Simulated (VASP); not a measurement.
# Be (P6_3/mmc) in VASP: further runs

Runs on Be. Level: r2SCAN. Tasks: single point, relaxation of volume and atoms at fixed shape.

Program: VASP 6.6.1. These are calculated values, not measurements. Logs are shortened: lines on timing, memory, paths and dates and some standing lists are left out, and cuts for length are marked.

**1. The cell of the first run**

It takes space group P6_3/mmc (No. 194, hexagonal). Conventional cell: a = 2.268 Å, b = 2.268 Å, c = 3.558 Å, α = 90.00°, β = 90.00°, γ = 120.00°. Within 2.9 Å of Be (site symmetry -6m2) lie 12 Be at 2.21 to 2.27 Å.

**2. Single point, r2SCAN**

File POSCAR:

```
Be
1.0
    2.2683779883      0.0000000000      0.0000000000
   -1.1341889942      1.9644729633      0.0000000000
    0.0000000000      0.0000000000      3.5576580670
Be
2
Direct
    0.3333333333      0.6666666667      0.2500000000
    0.6666666667      0.3333333333      0.7500000000
```

File INCAR.step1:

```
SYSTEM = Be
PREC = Accurate
ENCUT = 520
ISMEAR = -1
SIGMA = 0.02
LREAL = .FALSE.
LASPH = .TRUE.
NELM = 60
NBANDS = 9
GGA = PE
ALGO = Normal
EDIFF = 1E-4
LWAVE = .TRUE.
LCHARG = .FALSE.
```

File INCAR.step2:

```
SYSTEM = Be
PREC = Accurate
ENCUT = 520
EDIFF = 1E-7
ISMEAR = -1
SIGMA = 0.02
LREAL = .FALSE.
LASPH = .TRUE.
NELM = 60
ALGO = Normal
ISIF = 2
LWAVE = .FALSE.
LCHARG = .FALSE.
METAGGA = R2SCAN
LMIXTAU = .TRUE.
NBANDS = 9
ISTART = 1
```

File KPOINTS:

```
regular mesh
0
G
  10 10 6
  0 0 0
```

Potentials or basis: VASP PAW PBE potentials, release 64 (Be).

Started as:

```sh
$ cat potpaw_PBE.64/Be/POTCAR > POTCAR
$ cp INCAR.step1 INCAR
$ mpirun -np 1 vasp_std > vasp.out
$ cp INCAR.step2 INCAR
$ mpirun -np 1 vasp_std > vasp.out
```

OUTCAR:

```text
SYSTEM = Be
   PREC = Accurate
   ENCUT = 520
   EDIFF = 1E-7
   ISMEAR = -1
   LREAL = .FALSE.
   LASPH = .TRUE.
   NELM = 60
   ISIF = 2
   METAGGA = R2SCAN
   ISTART = 1

 ion  position               nearest neighbor table
   1  0.333  0.667  0.250-   2 2.21   2 2.21   2 2.21   2 2.21   2 2.21   2 2.21
   2  0.667  0.333  0.750-   1 2.21   1 2.21   1 2.21   1 2.21   1 2.21   1 2.21

  LATTYP: Found a hexagonal cell.
 ALAT       =     2.2683779883
 C/A-ratio  =     1.5683709176

  Lattice vectors:

 A1 = (   2.2683779883,   0.0000000000,   0.0000000000)
 A2 = (  -1.1341889942,   1.9644729633,   0.0000000000)
 A3 = (   0.0000000000,   0.0000000000,   3.5576580670)

Analysis of symmetry for initial positions (statically):
=====================================================================
 Subroutine PRICEL returns:
 Original cell was already a primitive cell.

 Routine SETGRP: Setting up the symmetry group for a
 hexagonal supercell.

 Subroutine GETGRP returns: Found 24 space group operations
 (whereof 12 operations were pure point group operations)
 out of a pool of 24 trial point group operations.

The static configuration has the point symmetry D_3d.
 The point group associated with its full space group is D_6h.

Analysis of symmetry for dynamics (positions and initial velocities):
=====================================================================
 Subroutine PRICEL returns:
 Original cell was already a primitive cell.

 Routine SETGRP: Setting up the symmetry group for a
 hexagonal supercell.

 Subroutine GETGRP returns: Found 24 space group operations
 (whereof 12 operations were pure point group operations)
 out of a pool of 24 trial point group operations.

The dynamic configuration has the point symmetry D_3d.
 The point group associated with its full space group is D_6h.

 Subroutine INISYM returns: Found 24 space group operations
 (whereof 12 operations are pure point group operations),
 and found     1 'primitive' translations

----------------------------------------------------------------------------------------

                                     Primitive cell

  volume of cell :      15.8535

  direct lattice vectors                    reciprocal lattice vectors
     2.268377988  0.000000000  0.000000000     0.440843636  0.254521192  0.000000000
    -1.134188994  1.964472963  0.000000000     0.000000000  0.509042384  0.000000000
     0.000000000  0.000000000  3.557658067     0.000000000  0.000000000  0.281083786

  length of vectors
     2.268377988  2.268377988  3.557658067     0.509042384  0.509042384  0.281083786

  position of ions in fractional coordinates (direct lattice)
     0.333333333  0.666666667  0.250000000
     0.666666667  0.333333333  0.750000000

  ion indices of the primitive-cell ions
   primitive index   ion index
                 1           1
                 2           2

----------------------------------------------------------------------------------------

 KPOINTS: regular mesh

Automatic generation of k-mesh.
 Grid dimensions read from file:
 generate k-points for:   10   10    6

 Generating k-lattice:

  Cartesian coordinates                     Fractional coordinates (reciprocal lattice)
     0.044084364  0.025452119  0.000000000     0.100000000  0.000000000  0.000000000
     0.000000000  0.050904238  0.000000000     0.000000000  0.100000000  0.000000000
     0.000000000  0.000000000  0.046847298     0.000000000  0.000000000  0.166666667

  Length of vectors
     0.050904238  0.050904238  0.046847298

  Shift w.r.t. Gamma in fractional coordinates (k-lattice)
     0.000000000  0.000000000  0.000000000

 Subroutine IBZKPT returns following result:
 ===========================================

 Found     56 irreducible k-points:

 Following reciprocal coordinates:
            Coordinates               Weight
  0.000000  0.000000  0.000000      1.000000
  0.100000  0.000000  0.000000      6.000000
  0.200000  0.000000  0.000000      6.000000
  0.300000  0.000000  0.000000      6.000000
  0.400000  0.000000  0.000000      6.000000
  0.500000  0.000000  0.000000      3.000000
[... 16 lines left out ...]
  0.300000  0.100000  0.166667     24.000000
  0.400000  0.100000  0.166667     24.000000
 [... further k-points ...]
   k-points           NKPTS =     56   k-points in BZ     NKDIM =     56   number of bands    NBANDS=      9
   number of dos      NEDOS =    301   number of ions     NIONS =      2
   total plane-waves  NPLWV =   9072
   dimension x,y,z NGX =    18 NGY =   18 NGZ =   28
   dimension x,y,z NGXF=    36 NGYF=   36 NGZF=   56
   ions per type =               2
   NGX,Y,Z   is equivalent  to a cutoff of  13.19, 13.19, 13.08 a.u.
   NGXF,Y,Z  is equivalent  to a cutoff of  26.38, 26.38, 26.17 a.u.
 SYSTEM =  Be
   PREC   = accura    normal or accurate (medium, high low for compatibility)
   ISTART =      1    job   : 0-new  1-cont  2-samecut
   ICHARG =      0    charge: 1-file 2-atom 10-const
   ISPIN  =      1    spin polarized calculation?
   LNONCOLLINEAR =      F non collinear calculations
   LSORBIT =      F    spin-orbit coupling
   LASPH  =      T    aspherical Exc in radial PAW
   ENCUT  =  520.0 eV  38.22 Ry    6.18 a.u.   4.22  4.22  6.61*2*pi/ulx,y,z
   NELM   =     60;   NELMIN=  2; NELMDL=  0     # of ELM steps
   EDIFF  = 0.1E-06   stopping-criterion for ELM
   LREAL  =      F    real-space projection
   EDIFFG = 0.1E-05   stopping-criterion for IOM
   NSW    =      0    number of steps for IOM
   IBRION =     -1    ionic relax: 0-MD 1-quasi-New 2-CG
   NFREE  =      0    steps in history (QN), initial steepest desc. (CG)
   ISIF   =      2    stress and relaxation
   ISYM   =      2    0-nonsym 1-usesym 2-fastsym
   POTIM  = 0.5000    time-step for ionic-motion
   TEBEG  =    0.0;   TEEND  =   0.0 temperature during run
   PSTRESS=    0.0 pullay stress
   NELECT =       4.0000    total number of electrons
   NUPDOWN=      -1.0000    fix difference up-down
   EMIN   =  10.00;   EMAX   =-10.00  energy-range for DOS
   EFERMI =   0.00;   METHOD = LEGACY
   ISMEAR =    -1;   SIGMA  =   0.02  broadening in eV -4-tet -1-fermi 0-gaus
   EFERMI_NEDOS =   21; number of points for ismear=-14 and -15
   IALGO  =     38    algorithm
   IMIX   =      4    mixing-type and parameters
     AMIX     =   0.40;   BMIX     =  1.00
     AMIX_MAG =   1.60;   BMIX_MAG =  1.00
  volume/ion in A,a.u.               =       7.93        53.49
  Fermi-wavevector in a.u.,A,eV,Ry     =   1.034474  1.954872 14.560092  1.070137
  Thomas-Fermi vector in A             =   2.168771
   LORBIT       =      0    0 simple, 1 ext, 2 COOP (PROOUT), +10 PAW based schemes
   METAGGA = R2SCAN    functional components
   LHFCALC =     F    Hartree Fock is set to
   AEXX    =    0.0000 exact exchange contribution
   IVDW    =     0    specifies the selected vdW correction
   LEPSILON=     F    determine dielectric tensor
   LRPA    =     F    only Hartree local field effects (RPA)
 non-spin polarized calculation
  energy-cutoff  :      520.00
  volume of cell :       15.85
 maximum number of plane-waves:       446
 NGX is ok and might be reduce to    18
   NGX =  9   NGY =  9   NGZ = 13

 number of electron       4.0000000 magnetization

 Free energy of the ion-electron system (eV)
  ---------------------------------------------------
  ext. energy  EPLUGINS =         0.00000000
  ---------------------------------------------------
  free energy    TOTEN  =        -8.65320447 eV

  energy without entropy =       -8.65302515  energy(sigma->0) =       -8.65311481

 E-fermi :   7.0851     XC(G=0): -11.2526

 val. band max:        7.0126643329   @ k =   0.3000   0.2000   0.0000
 cond. band min:       7.1432106174   @ k =   0.2000   0.2000   0.0000
 fundamental gap:      0.1305462845
 Fermi energy:         7.0850829650

 k-point     1 :       0.0000    0.0000    0.0000
  band No.  band energies     occupation
      1      -5.1187      2.00000
      2       2.4058      2.00000
      3       8.2323      0.00000
      4      24.3188      0.00000
      5      24.3188      0.00000
      6      27.3697      0.00000
      7      27.3697      0.00000
      8      29.8424      0.00000
      9      35.4781      0.00000

 k-point     2 :       0.1000    0.0000    0.0000
  band No.  band energies     occupation
      1      -4.8089      2.00000
      2       2.8049      2.00000
      3       8.3324      0.00000
      4      21.9298      0.00000
      5      22.7308      0.00000
      6      27.3607      0.00000
      7      28.0758      0.00000
      8      29.1537      0.00000
      9      32.2347      0.00000

 k-point     3 :       0.2000    0.0000    0.0000
  band No.  band energies     occupation
      1      -3.8790      2.00000
      2       3.9985      2.00000
      3       8.5335      0.00000
      4      17.6066      0.00000
      5      20.4784      0.00000
      6      26.3205      0.00000
      7      26.4854      0.00000
      8      27.7053      0.00000
      9      28.4832      0.00000

 k-point     4 :       0.3000    0.0000    0.0000
  band No.  band energies     occupation
      1      -2.3334      2.00000
      2       5.9698      2.00000
      3       8.1603      0.00000
      4      14.2519      0.00000
      5      18.7006      0.00000
      6      21.6759      0.00000
      7      22.8176      0.00000
      8      26.6302      0.00000
      9      27.8898      0.00000

 k-point     5 :       0.4000    0.0000    0.0000
  band No.  band energies     occupation
      1      -0.2185      2.00000
      2       5.9538      2.00000
      3       8.6496      0.00000
      4      13.7088      0.00000
      5      16.9913      0.00000
      6      17.5968      0.00000
      7      19.4227      0.00000
      8      25.7908      0.00000
      9      27.8855      0.00000

 k-point     6 :       0.5000    0.0000    0.0000
  band No.  band energies     occupation
      1       1.7002      2.00000
      2       3.7234      2.00000
      3      11.0406      0.00000
      4      13.8935      0.00000
      5      14.3471      0.00000
      6      17.2243      0.00000
      7      17.7159      0.00000
      8      25.4893      0.00000
      9      27.9045      0.00000
[... 169 lines left out ...]
 k-point    21 :       0.1000    0.1000    0.1667
  band No.  band energies     occupation
      1      -3.9261      2.00000
      2       2.1484      2.00000
      3      10.5318      0.00000
      4      19.5503      0.00000
      5      20.3580      0.00000
      6      25.9344      0.00000
      7      26.4650      0.00000
      8      27.1101      0.00000
      9      31.6317      0.00000

 k-point    22 :       0.2000    0.1000    0.1667
  band No.  band energies     occupation
      1      -2.6854      2.00000
      2       3.4881      2.00000
      3      10.7849      0.00000
      4      15.5914      0.00000
      5      18.1105      0.00000
      6      22.3328      0.00000
      7      24.6750      0.00000
      8      26.2714      0.00000
      9      30.4437      0.00000

 k-point    23 :       0.3000    0.1000    0.1667
  band No.  band energies     occupation
      1      -0.8417      2.00000
      2       5.1348      2.00000
      3       9.5813      0.00000
      4      13.9076      0.00000
      5      15.7888      0.00000
      6      18.9854      0.00000
      7      23.0387      0.00000
      8      24.4458      0.00000
      9      29.5220      0.00000

 k-point    24 :       0.4000    0.1000    0.1667
  band No.  band energies     occupation
      1       1.4538      2.00000
      2       4.6833      2.00000
      3       9.5145      0.00000
      4      12.5288      0.00000
      5      14.6827      0.00000
      6      17.5822      0.00000
      7      21.2239      0.00000
      8      23.4251      0.00000
      9      29.1197      0.00000

 [... further k-points ...]
[... 5 lines left out ...]
  --------------------------------------------------------------------------------------
  -------------------------------------------------------------------------------------
  Total        0.1710208      0.1710208     -0.2759678     -0.0000000      0.0000000      0.0000000
  in kB       17.2835802     17.2835802    -27.8896703     -0.0000000      0.0000000      0.0000000
  external PRESSURE =       2.2258301 kB  Pullay stress =       0.0000000 kB

 VOLUME and BASIS-vectors are now :
 -----------------------------------------------------------------------------
  energy-cutoff  :      520.00
  volume of cell :       15.85
      direct lattice vectors                 reciprocal lattice vectors
     2.268377988  0.000000000  0.000000000     0.440843636  0.254521192  0.000000000
    -1.134188994  1.964472963  0.000000000     0.000000000  0.509042384  0.000000000
     0.000000000  0.000000000  3.557658067     0.000000000  0.000000000  0.281083786

 POSITION                                       TOTAL-FORCE (eV/Angst)
 -----------------------------------------------------------------------------------
     -0.00000      1.30965      0.88941        -0.000000      0.000000      0.000000
      1.13419      0.65482      2.66824         0.000000     -0.000000      0.000000
 -----------------------------------------------------------------------------------
    total drift:                                0.000000     -0.000000      0.000000

  FREE ENERGIE OF THE ION-ELECTRON SYSTEM (eV)
  ---------------------------------------------------
  free  energy   TOTEN  =        -8.6532044732 eV

  energy  without entropy=       -8.6530251528  energy(sigma->0) =       -8.65311481
```

Run time: 14 s. Hardware: 1 thread of Intel Xeon 6975P-C (Granite Rapids), shared host; peak memory 0.12 GiB.

What came out:

```yaml
Free_energy: -8.6532 eV
Pressure: 0.2 GPa
Band_gap_on_the_k_mesh: zero (bands 2 and 3 overlap by 0.78 eV)
```

Levels at points of the mesh, in eV from the Fermi level:
```csv
k point,band 1,band 2,band 3,band 4,band 5
"(0.00, 0.00, 0.00)",-12.20,-4.68,1.15,17.23,17.23
"(0.50, 0.00, 0.00)",-5.38,-3.36,3.96,6.81,7.26
"(0.00, 0.00, 0.50)",-9.86,-9.86,11.54,11.54,19.05
"(0.50, 0.00, 0.50)",-3.84,-3.84,1.55,1.55,12.94
```

Caveat: the PAW data sets were made with another functional, which shifts forces and pressure a little.

**3. Relaxation of volume and atoms at fixed shape, r2SCAN**

This run uses another cell than the first one, of 8.11 Å³/atom.

File POSCAR:

```
Be
1.0
    2.2853000000      0.0000000000      0.0000000000
   -1.1426500000      1.9791300000      0.0000000000
    0.0000000000      0.0000000000      3.5842000000
Be
2
Direct
    0.3333333333      0.6666666667      0.2500000000
    0.6666666667      0.3333333333      0.7500000000
```

File INCAR.step1:

```
ALGO     = Normal         # electronic algorithm
EDIFF    = 1E-4           # SCF threshold, eV
ENCUT    = 600            # plane-wave cutoff, eV
GGA      = PE             # functional
ISMEAR   = -1             # smearing method
LASPH    = True           # aspherical terms in the spheres
LCHARG   = False          # write CHGCAR
LREAL    = False          # projectors in reciprocal space
LWAVE    = True           # write WAVECAR
NELM     = 100            # most SCF steps
PREC     = Accurate       # precision mode
SIGMA    = 0.02           # smearing width, eV
```

File INCAR.step2:

```
ALGO     = Normal         # electronic algorithm
EDIFF    = 1E-7           # SCF threshold, eV
EDIFFG   = -0.02          # ionic threshold
ENCUT    = 600            # plane-wave cutoff, eV
IBRION   = 2              # ionic algorithm
ISIF     = 8              # what is computed and relaxed
ISMEAR   = -1             # smearing method
ISTART   = 1            
LASPH    = True           # aspherical terms in the spheres
LCHARG   = False          # write CHGCAR
LMIXTAU  = True         
LREAL    = False          # projectors in reciprocal space
LWAVE    = False          # write WAVECAR
METAGGA  = R2SCAN         # meta-GGA
NELM     = 100            # most SCF steps
NSW      = 80             # ionic steps
PREC     = Accurate       # precision mode
SIGMA    = 0.02           # smearing width, eV
```

File KPOINTS:

```
k-points
0
Gamma
  10 10 6
```

Potentials or basis: VASP PAW PBE potentials, release 64 (Be).

Started as:

```sh
$ cat potpaw_PBE.64/Be/POTCAR > POTCAR
$ cp INCAR.step1 INCAR
$ mpirun -np 1 vasp_std > vasp.out
$ cp INCAR.step2 INCAR
$ mpirun -np 1 vasp_std > vasp.out
```

It took 17 s on 1 thread of Intel Xeon 6975P-C (Granite Rapids), shared host; peak memory 0.13 GiB.

Results (log left out):

| Property | Result |
| --- | --- |
| Free energy | -8.6532 eV |
| Relaxed volume | 7.96 Å³/atom |
| Relaxed cell | a = 2.272 Å, b = 2.272 Å, c = 3.563 Å, α = 90.00°, β = 90.00°, γ = 120.00° |
| Space group after relaxing (to 0.1 Å) | P6_3/mmc (No. 194) |
| Energy gained by relaxing | 1.3 meV/atom |
| Ionic steps | 2 |
| Pressure after relaxing | -0.3 GPa |
| Band gap on the k mesh | zero (bands 2 and 3 overlap by 0.78 eV) |

Stress tensor (GPa, compression positive):
```
 1.22  0.00  0.00
 0.00  1.22  0.00
 0.00  0.00 -3.34
```

Step by step:
| step | energy change (eV) | largest force (eV/Å) | pressure (GPa) | volume (Å³) |
| --- | --- | --- | --- | --- |
| 1 | 0.0000 | 0.0000 | -2.47 | 16.21 |
| 2 | -0.0026 | 0.0000 | -0.30 | 15.92 |

Final structure:
```
Be
1.0
     2.27153    0.00000    0.00000
    -1.13577    1.96721    0.00000
     0.00000    0.00000    3.56260
Be
2
Cartesian
  0.0000 1.3115 0.8907
  1.1358 0.6557 2.6720
```

Levels at points of the mesh, in eV from the Fermi level:
```tsv
k point	band 1	band 2	band 3	band 4	band 5	band 6
(0.00, 0.00, 0.00)	-12.18	-4.67	1.13	17.18	17.18	20.22
(0.50, 0.00, 0.00)	-5.37	-3.36	3.94	6.79	7.23	10.11
(0.00, 0.00, 0.50)	-9.84	-9.84	11.50	11.50	18.99	18.99
(0.50, 0.00, 0.50)	-3.83	-3.83	1.54	1.54	12.90	12.90
```

Caveat: the PAW data sets were made with another functional, which shifts forces and pressure a little.
